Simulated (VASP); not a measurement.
Wanted: the native input for a VASP 6.6.1 run.

```
Task                   : relaxation of cell and atoms
Functional             : PBE
Potentials or basis    : VASP PAW PBE potentials, release 64 (Co, Si)
Cutoff                 : 600 eV
k mesh                 : 6 × 6 × 6
Occupations            : gaussian, width 0.1 eV
Spin                   : collinear spin, ferromagnetic start
Starting moments       : [0.23, 0.0, 0.0, 0.0] μB
Dipole correction      : no
Further INCAR settings : ALGO = Normal; EDIFF = 1e-07; IBRION = 2; EDIFFG = -0.04; NSW = 90; ISIF = 3
```

The structure of CoSi3 lies in POSCAR:

```
CoSi3
1.0
    3.7042658340      0.0000000000      0.0000000000
    0.0000000000      3.7042658340      0.0000000000
    0.0000000000      0.0000000000      3.7042658340
Co Si
1 3
Direct
    0.0000000000      0.0000000000      0.0000000000
    0.0000000000      0.5000000000      0.5000000000
    0.5000000000      0.0000000000      0.5000000000
    0.5000000000      0.5000000000      0.0000000000
```

One way to write it, as run:

INCAR

```
ALGO = Normal ; EDIFF = 1E-7
EDIFFG = -0.04 ; ENCUT = 600
GGA = PE ; IBRION = 2
ISIF = 3 ; ISMEAR = 0
ISPIN = 2 ; LASPH = T
LCHARG = F ; LMAXMIX = 4
LORBIT = 11 ; LREAL = F
LWAVE = F ; MAGMOM = 0.23 0 0 0
NELM = 150 ; NSW = 90
PREC = Accurate ; SIGMA = 0.1
```

KPOINTS

```
k-points
0
Gamma
  6 6 6
```

Potentials or basis: VASP PAW PBE potentials, release 64 (Co, Si).

The run is started by

```bash
$ cat potpaw_PBE.64/Co/POTCAR potpaw_PBE.64/Si/POTCAR > POTCAR
$ mpirun -np 1 vasp_std > vasp.out
```

Results of the run:

```
Relaxed volume                                        : 12.46 Å³/atom
Relaxed cell                                          : a = 3.680 Å, b = 3.680 Å, c = 3.680 Å, α = 90.00°, β = 90.00°, γ = 90.00°
Space group after relaxing (to 0.1 Å)                 : Pm-3m (No. 221)
Energy gained by relaxing                             : 1.8 meV/atom
Ionic steps                                           : 3
Pressure after relaxing                               : 0.0 GPa
Net moment                                            : 0.52 μB per cell
Site moments                                          : Co +0.46; Si +0.01 μB
Valence electrons inside the program's atomic spheres : Co 8.34; Si 1.56
```

Wall time 4 min on 1 thread of Intel Xeon 8259CL (shared host), peak memory 0.21 GiB.
